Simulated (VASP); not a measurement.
Set up this calculation in VASP 6.6.1, as the native input.

```
Task                   : single point
Functional             : PBE
Potentials or basis    : VASP PAW PBE potentials, release 64 (Al, Cu)
Cutoff                 : 520 eV
k mesh                 : 10 × 10 × 14
Occupations            : gaussian, width 0.15 eV
Spin                   : no spin polarisation
Dipole correction      : no
Further INCAR settings : ALGO = Normal; EDIFF = 1e-06; NBANDS = 16
```

The structure of Al2Cu lies in POSCAR:

```
Al2Cu
1.0
    4.2173000000      0.0000000000      0.0000000000
    0.0000000000      4.2173000000      0.0000000000
    0.0000000000      0.0000000000      2.8078000000
Al Cu
2 1
Direct
    0.5000000000      0.0000000000      0.5000000000
    0.0000000000      0.5000000000      0.5000000000
    0.0000000000      0.0000000000      0.0000000000
```

These files were run (other wordings do the same):

INCAR

```
  PREC = Accurate
  ENCUT = 520
  EDIFF = 1E-6
  ISMEAR = 0
  SIGMA = 0.15
  LREAL = False
  LASPH = True
  NELM = 80
  ALGO = Normal
  ISIF = 2
  LWAVE = False
  LCHARG = False
  GGA = PE
  NBANDS = 16
```

KPOINTS

```
Automatic mesh
0
Gamma
  10 10 14
```

Potentials or basis: VASP PAW PBE potentials, release 64 (Al, Cu).

Run with:

```sh
$ cat potpaw_PBE.64/Al/POTCAR potpaw_PBE.64/Cu/POTCAR > POTCAR
$ mpirun -np 1 vasp_std > vasp.out
```

It gave:

```
Pressure               : -1.1 GPa
Band gap on the k mesh : zero (an odd number of electrons rules out a gap without spin polarisation)
```

Wall time 43 s on 1 thread of Intel(R) Xeon(R) 6975P-C (Granite Rapids), with other jobs on the host, peak memory 0.25 GiB.
